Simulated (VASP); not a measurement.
Input of a VASP 6.6.1 run:

Contents of INCAR:

```
PREC = Accurate
ENCUT = 520
EDIFF = 1E-6
ISMEAR = -1
SIGMA = 0.05
LREAL = Auto
LASPH = True
NELM = 80
ALGO = Normal
ISIF = 2
LWAVE = False
LCHARG = False
GGA = PE
NBANDS = 53
```

KPOINTS

```
Automatic mesh
0
Gamma
  2 2 2
```

File POSCAR:

```
Si16Ge
1.0
    0.0000000000      5.4300000000      5.4300000000
    5.4300000000      0.0000000000      5.4300000000
    5.4300000000      5.4300000000      0.0000000000
Si Ge
16 1
Direct
    0.0739963168      0.0033517495     -0.0827071823
    0.0621178637      0.1670165746      0.1491344383
    0.0610773481     -0.0930478821      0.4909668508
    0.1660865562      0.1188121547      0.5337845304
   -0.0481767956      0.5248618785      0.0655432781
    0.1645488029      0.6411418048      0.1057458564
   -0.0161418048      0.4790699816      0.4821270718
    0.0309208103      0.5562983425      0.7179926335
    0.4522375691      0.0936372007      0.0079650092
    0.7236187845      0.0941712707      0.1229005525
    0.5442817680     -0.0712799263      0.4709852670
    0.7214548803      0.1315653775      0.5488766114
    0.5191160221      0.4895027624     -0.0356353591
    0.5686832413      0.6868416206      0.1898250460
    0.4315285451      0.4060220994      0.5507182320
    0.5931767956      0.5771546961      0.6049079190
    0.5308655617      0.8935543278      0.8433885820
```

Potentials or basis: VASP PAW PBE potentials, release 64 (Si, Ge_d).

Command:

```bash
$ cat potpaw_PBE.64/Si/POTCAR potpaw_PBE.64/Ge_d/POTCAR > POTCAR
$ mpirun -np 1 vasp_std > vasp.out
```

**Question.** What does it give for the band gap on the k mesh?

**Answer.** Zero (bands 39 and 40 overlap by 0.51 eV).

**Question.** Estimate the pressure.

**Answer.** 2.4 GPa.

**Question.** What does it give for the largest force?

**Answer.** 4.367 eV/Å.

Stress tensor (GPa, compression positive):
```
 3.44 -0.98  0.05
-0.98  3.75 -1.25
 0.05 -1.25  0.08
```

Caveat: the k points lie up to 0.50 Å⁻¹ apart, too coarse for converged energies and pressures of a metal.
